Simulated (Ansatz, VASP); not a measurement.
Cd2Se5: VASP beside Ansatz

```
Cd Se
1.0
     6.51327    0.00000    0.00000
     0.00000    6.51327    0.00000
     0.00000    0.00000    5.25048
Cd Se
2 5
Cartesian
  0.0000 0.0000 1.3173
  0.0000 0.0000 3.9332
  3.2566 3.2566 2.6252
  5.3663 3.2566 0.0000
  1.1470 3.2566 0.0000
  3.2566 5.3663 0.0000
  3.2566 1.1470 0.0000
```

Alike in both runs: functional PBE; k mesh 3 × 3 × 3; occupations gaussian, width 0.2 eV; no spin polarisation.

Ansatz relaxed the structure, and its values are those at the end. VASP's run is a single point on that final structure, the one shown.

```csv
,VASP,Ansatz
version,VASP 6.6.1,Ansatz 0.2.0
potentials or method,"VASP PAW PBE potentials, release 64 (Cd, Se), cutoff 500 eV","scalar-relativistic, plane waves, PAW"
valence electrons in the cell,54,120
```

VASP gave:

```
gap on the k mesh at the Fermi level (eV) : none
pressure (GPa)                            : 0.2
rms of the force components (eV/Å)        : 0.025
```

Task: What did Ansatz give for the same quantities?

Result: gap on the k mesh at the Fermi level (eV): none; pressure (GPa): 0.1; rms of the force components (eV/Å): 0.012.

A gap of «none» marks a metal or a gap that the smearing closes. VASP's potentials hold 54 valence electrons a cell and Ansatz's 120, so a difference there can come from the potentials and not from the codes.

The k mesh is coarse, so the values compare programs but aren't converged.
